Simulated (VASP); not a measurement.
# SnO in VASP: a series of runs

Runs on SnO. Level: PBE+D3(BJ). Tasks: relaxation of the atoms, single point.

Everything below comes from runs of VASP 6.6.1. Logs are shortened: lines on timing, memory, paths and dates and some standing lists are left out, and cuts for length are marked.

### 1 The cell of the first run

The cell holds a slab with vacuum, 4 atoms: a = 3.668 Å, b = 3.668 Å, c = 30.634 Å, α = 90.00°, β = 90.00°, γ = 90.00°.

### 2 Relaxation of the atoms, PBE+D3(BJ) (biaxial strain -0.040)

File INCAR:

```
SYSTEM = SnO
PREC     = Accurate       ! precision mode
ENCUT    = 520            ! plane-wave cutoff, eV
EDIFF    = 1E-6           ! SCF threshold, eV
ISMEAR   = 0              ! smearing method
SIGMA    = 0.02           ! smearing width, eV
LREAL    = .FALSE.        ! projectors in reciprocal space
LASPH    = .TRUE.         ! aspherical terms in the spheres
NELM     = 80             ! most SCF steps
ALGO     = Normal         ! electronic algorithm
ISIF     = 2              ! what is computed and relaxed
LWAVE    = .FALSE.        ! write WAVECAR
LCHARG   = .FALSE.        ! write CHGCAR
LDIPOL   = .TRUE.       
IDIPOL   = 3            
DIPOL    = 0.5 0.5 0.500
GGA      = PE             ! functional
IVDW     = 12             ! dispersion correction
IBRION   = 2              ! ionic algorithm
NSW      = 60             ! ionic steps
EDIFFG   = -0.01          ! ionic threshold
```

File KPOINTS:

```
regular mesh
0
G
  6 6 1
  0 0 0
```

File POSCAR:

```
SnO
1.0
    3.6678248677      0.0000051759      0.0000000000
   -0.0000050188      3.6678248677      0.0000000000
    0.0000000000      0.0000000000     30.6344298968
Sn O
2 2
Direct
    0.9998505288      0.9998505288      0.4614165615
    0.4998494254      0.4998494254      0.5385847816
    0.9998515282      0.4998510770      0.5000006575
    0.4998510770      0.9998515282      0.5000006575
```

Potentials or basis: VASP PAW PBE potentials, release 64 (Sn_d, O).

On the command line:

```bash
cat potpaw_PBE.64/Sn_d/POTCAR potpaw_PBE.64/O/POTCAR > POTCAR
mpirun -np 1 vasp_std > vasp.out
```

OUTCAR:

```text
SYSTEM = SnO
   PREC = Accurate
   ENCUT = 520
   EDIFF = 1E-6
   ISMEAR = 0
   LREAL = .FALSE.
   LASPH = .TRUE.
   NELM = 80
   ISIF = 2
   GGA = PE
   IVDW = 12
   IBRION = 2
   NSW = 60
   EDIFFG = -0.01
 IVDW          = 12

 ion  position               nearest neighbor table
   1  1.000  1.000  0.461-   3 2.18   4 2.18   3 2.18   4 2.18   2 3.51   2 3.51   2 3.51   2 3.51

   2  0.500  0.500  0.539-   4 2.18   3 2.18   4 2.18   3 2.18   1 3.51   1 3.51   1 3.51   1 3.51

   3  1.000  0.500  0.500-   2 2.18   1 2.18   1 2.18   2 2.18
   4  0.500  1.000  0.500-   2 2.18   1 2.18   1 2.18   2 2.18

  LATTYP: Found a simple tetragonal cell.
 ALAT       =     3.6678248677
 C/A-ratio  =     8.3522062808

  Lattice vectors:

 A1 = (   3.6678248677,   0.0000051759,   0.0000000000)
 A2 = (  -0.0000050188,   3.6678248677,   0.0000000000)
 A3 = (   0.0000000000,   0.0000000000,  30.6344298968)

Analysis of symmetry for initial positions (statically):
=====================================================================
 Subroutine PRICEL returns:
 Original cell was already a primitive cell.

 Routine SETGRP: Setting up the symmetry group for a
 simple tetragonal supercell.

 Subroutine GETGRP returns: Found 16 space group operations
 (whereof  2 operations were pure point group operations)
 out of a pool of 16 trial point group operations.

The static configuration has the point symmetry C_1h.
 The point group associated with its full space group is D_4h.

Analysis of symmetry for dynamics (positions and initial velocities):
=====================================================================
 Subroutine PRICEL returns:
 Original cell was already a primitive cell.

 Routine SETGRP: Setting up the symmetry group for a
 simple tetragonal supercell.

 Subroutine GETGRP returns: Found 16 space group operations
 (whereof  2 operations were pure point group operations)
 out of a pool of 16 trial point group operations.

The dynamic configuration has the point symmetry C_1h.
 The point group associated with its full space group is D_4h.

 Subroutine INISYM returns: Found 16 space group operations
 (whereof  2 operations are pure point group operations),
 and found     1 'primitive' translations

----------------------------------------------------------------------------------------

                                     Primitive cell

  volume of cell :     412.1231

  direct lattice vectors                    reciprocal lattice vectors
     3.667824868  0.000005176  0.000000000     0.272641153  0.000000373  0.000000000
    -0.000005019  3.667824868  0.000000000    -0.000000385  0.272641153  0.000000000
     0.000000000  0.000000000 30.634429897     0.000000000  0.000000000  0.032643010

  length of vectors
     3.667824868  3.667824868 30.634429897     0.272641153  0.272641153  0.032643010

  position of ions in fractional coordinates (direct lattice)
     0.999850529  0.999850529  0.461416562
     0.499849425  0.499849425  0.538584782
     0.999851528  0.499851077  0.500000658
     0.499851077  0.999851528  0.500000658

  ion indices of the primitive-cell ions
   primitive index   ion index
                 1           1
                 2           2
                 3           3
                 4           4

----------------------------------------------------------------------------------------

 KPOINTS: regular mesh

Automatic generation of k-mesh.
 Grid dimensions read from file:
 generate k-points for:    6    6    1

 Generating k-lattice:

  Cartesian coordinates                     Fractional coordinates (reciprocal lattice)
     0.045440192  0.000000062  0.000000000     0.166666667  0.000000000  0.000000000
    -0.000000064  0.045440192  0.000000000    -0.000000000  0.166666667  0.000000000
     0.000000000  0.000000000  0.032643010     0.000000000  0.000000000  1.000000000

  Length of vectors
     0.045440192  0.045440192  0.032643010

  Shift w.r.t. Gamma in fractional coordinates (k-lattice)
     0.000000000  0.000000000  0.000000000

 Subroutine IBZKPT returns following result:
 ===========================================

 Found     10 irreducible k-points:

 Following reciprocal coordinates:
            Coordinates               Weight
  0.000000  0.000000  0.000000      1.000000
  0.166667  0.000000  0.000000      4.000000
  0.333333  0.000000  0.000000      4.000000
  0.500000  0.000000  0.000000      2.000000
  0.166667  0.166667  0.000000      4.000000
  0.333333  0.166667  0.000000      8.000000
  0.500000  0.166667  0.000000      4.000000
  0.333333  0.333333  0.000000      4.000000
  0.500000  0.333333  0.000000      4.000000
  0.500000  0.500000  0.000000      1.000000
   k-points           NKPTS =     10   k-points in BZ     NKDIM =     10   number of bands    NBANDS=     24
   number of dos      NEDOS =    301   number of ions     NIONS =      4
   total plane-waves  NPLWV = 188160
   dimension x,y,z NGX =    28 NGY =   28 NGZ =  240
   dimension x,y,z NGXF=    56 NGYF=   56 NGZF=  480
   ions per type =               2   2
   NGX,Y,Z   is equivalent  to a cutoff of  12.69, 12.69, 13.02 a.u.
   NGXF,Y,Z  is equivalent  to a cutoff of  25.38, 25.38, 26.05 a.u.
 SYSTEM =  SnO
   PREC   = accura    normal or accurate (medium, high low for compatibility)
   ISTART =      0    job   : 0-new  1-cont  2-samecut
   ICHARG =      2    charge: 1-file 2-atom 10-const
   ISPIN  =      1    spin polarized calculation?
   LNONCOLLINEAR =      F non collinear calculations
   LSORBIT =      F    spin-orbit coupling
   LASPH  =      T    aspherical Exc in radial PAW
   ENCUT  =  520.0 eV  38.22 Ry    6.18 a.u.   6.82  6.82 56.96*2*pi/ulx,y,z
   NELM   =     80;   NELMIN=  2; NELMDL= -5     # of ELM steps
   EDIFF  = 0.1E-05   stopping-criterion for ELM
   LREAL  =      F    real-space projection
   EDIFFG = -.1E-01   stopping-criterion for IOM
   NSW    =     60    number of steps for IOM
   IBRION =      2    ionic relax: 0-MD 1-quasi-New 2-CG
   NFREE  =      1    steps in history (QN), initial steepest desc. (CG)
   ISIF   =      2    stress and relaxation
   ISYM   =      2    0-nonsym 1-usesym 2-fastsym
   POTIM  = 0.5000    time-step for ionic-motion
   TEBEG  =    0.0;   TEEND  =   0.0 temperature during run
   PSTRESS=    0.0 pullay stress
   NELECT =      40.0000    total number of electrons
   NUPDOWN=      -1.0000    fix difference up-down
   EMIN   =  10.00;   EMAX   =-10.00  energy-range for DOS
   EFERMI =   0.00;   METHOD = LEGACY
   ISMEAR =     0;   SIGMA  =   0.02  broadening in eV -4-tet -1-fermi 0-gaus
   EFERMI_NEDOS =   21; number of points for ismear=-14 and -15
   IALGO  =     38    algorithm
   IMIX   =      4    mixing-type and parameters
     AMIX     =   0.40;   BMIX     =  1.00
     AMIX_MAG =   1.60;   BMIX_MAG =  1.00
  volume/ion in A,a.u.               =     103.03       695.29
  Fermi-wavevector in a.u.,A,eV,Ry     =   0.752349  1.421733  7.701286  0.566029
  Thomas-Fermi vector in A             =   1.849539
   LORBIT       =      0    0 simple, 1 ext, 2 COOP (PROOUT), +10 PAW based schemes
   GGA     = PE    functional components
   LHFCALC =     F    Hartree Fock is set to
   AEXX    =    0.0000 exact exchange contribution
   IVDW    =    12    specifies the selected vdW correction
   LEPSILON=     F    determine dielectric tensor
   LRPA    =     F    only Hartree local field effects (RPA)
 conjugate gradient relaxation of ions
 non-spin polarized calculation
 Gauss-broadening in eV      SIGMA  =   0.02
  energy-cutoff  :      520.00
  volume of cell :      412.12
 maximum number of plane-waves:     11164
 NGX is ok and might be reduce to    28
   NGX = 13   NGY = 13   NGZ =113

 dipolmoment           0.000000      0.000000     -0.000000 electrons x Angstroem

--------------------------------------- Ionic step        1  -------------------------------------------

 number of electron      39.9999991 magnetization

 Free energy of the ion-electron system (eV)
  ---------------------------------------------------
  ext. energy  EPLUGINS =         0.00000000
  ---------------------------------------------------
  free energy    TOTEN  =       -22.34552568 eV

  energy without entropy =      -22.34552568  energy(sigma->0) =      -22.34552568

------------------------ aborting loop because EDIFF is reached ----------------------------------------

 Edisp (eV)   -0.59757

 E8    (eV) :    -0.2701

  FORCE on cell =-STRESS in cart. coord.  units (eV):
  Direction    XX          YY          ZZ          XY          YZ          ZX
  --------------------------------------------------------------------------------------
  -------------------------------------------------------------------------------------
  Total       4.42581     4.42581     2.60945     0.00000     0.00000    -0.00000
  in kB      17.20585    17.20585    10.14453     0.00000     0.00000    -0.00000
  external pressure =       14.85 kB  Pullay stress =        0.00 kB
[... 65 lines left out ...]
  energy  without entropy=      -23.0007020487  energy(sigma->0) =      -23.00070205

--------------------------------------- Ionic step        3  -------------------------------------------

 number of electron      39.9999990 magnetization

 dipolmoment           0.000000      0.000000      0.000005 electrons x Angstroem

 Free energy of the ion-electron system (eV)
  ---------------------------------------------------
  ext. energy  EPLUGINS =         0.00000000
  ---------------------------------------------------
  free energy    TOTEN  =       -22.40797756 eV

  energy without entropy =      -22.40797756  energy(sigma->0) =      -22.40797756

 E-fermi :  -3.5337     XC(G=0):  -2.2142

 val. band max:       -3.6761427813   @ k =   0.3333   0.1667   0.0000
 cond. band min:      -0.5377838748   @ k =   0.5000   0.0000   0.0000
 fundamental gap:      3.1383589065
 Fermi energy:        -3.5337346042

 k-point     1 :       0.0000    0.0000    0.0000
  band No.  band energies     occupation
      1     -24.1394      2.00000
      2     -23.7564      2.00000
      3     -23.6661      2.00000
      4     -23.6661      2.00000
      5     -23.6583      2.00000
      6     -23.6303      2.00000
[... 259 lines left out ...]
     23       1.6524      0.00000
     24       1.6524      0.00000

------------------------ aborting loop because EDIFF is reached ----------------------------------------

 vacuum level on the upper side and lower side of the slab       (xc-potential included)        -0.006        -0.006

 Edisp (eV)   -0.59290

 E8    (eV) :    -0.2679

  FORCE on cell =-STRESS in cart. coord.  units (eV):
  Direction    XX          YY          ZZ          XY          YZ          ZX
  --------------------------------------------------------------------------------------
  -------------------------------------------------------------------------------------
  Total       3.09796     3.09796    -0.07152     0.00000    -0.00000     0.00000
  in kB      12.04367    12.04367    -0.27806     0.00000    -0.00000     0.00000
  external pressure =        7.94 kB  Pullay stress =        0.00 kB
[... 19 lines left out ...]
  FREE ENERGIE OF THE ION-ELECTRON SYSTEM (eV)
  ---------------------------------------------------
  free  energy   TOTEN  =       -23.0008756824 eV

  energy  without entropy=      -23.0008756824  energy(sigma->0) =      -23.00087568

 reached required accuracy - stopping structural energy minimisation

 vacuum level on the upper side and lower side of the slab         1.940         1.940
```

Run time: 3.3 min. Hardware: 1 thread of Intel Xeon Platinum 8488C (Sapphire Rapids), shared host; peak memory 0.52 GiB.

What came out:

```
Free energy                : -23.0009 eV
Energy gained by relaxing  : 14.4 meV/atom
Ionic steps                : 3
Band gap on the k mesh     : 3.14 eV (least direct gap 3.24 eV)
Dispersion energy per atom : -0.148 eV
```

Step by step:
```csv
step,energy change (eV),largest force (eV/Å),pressure (GPa)
1,0.0000,1.1311,1.49
2,-0.0576,0.0604,0.76
3,-0.0578,0.0009,0.79
```

Final structure:
```cif
data_structure
_symmetry_space_group_name_H-M 'P 1'
_symmetry_Int_Tables_number 1
_cell_length_a 3.6678
_cell_length_b 3.6678
_cell_length_c 30.6344
_cell_angle_alpha 90.000
_cell_angle_beta 90.000
_cell_angle_gamma 90.000
_cell_volume 412.12
loop_
_atom_site_label
_atom_site_type_symbol
_atom_site_fract_x
_atom_site_fract_y
_atom_site_fract_z
_atom_site_occupancy
Sn1 Sn 0.99985 0.99985 0.45973 1
Sn2 Sn 0.49985 0.49985 0.54027 1
O1 O 0.99985 0.49985 0.50000 1
O2 O 0.49985 0.99985 0.50000 1
```

Caveat: the cell differs from its parent crystal (biaxial strain -0.040); spin-orbit coupling is left out, which moves the levels of the heavy elements.

[end of part 1 of 2]
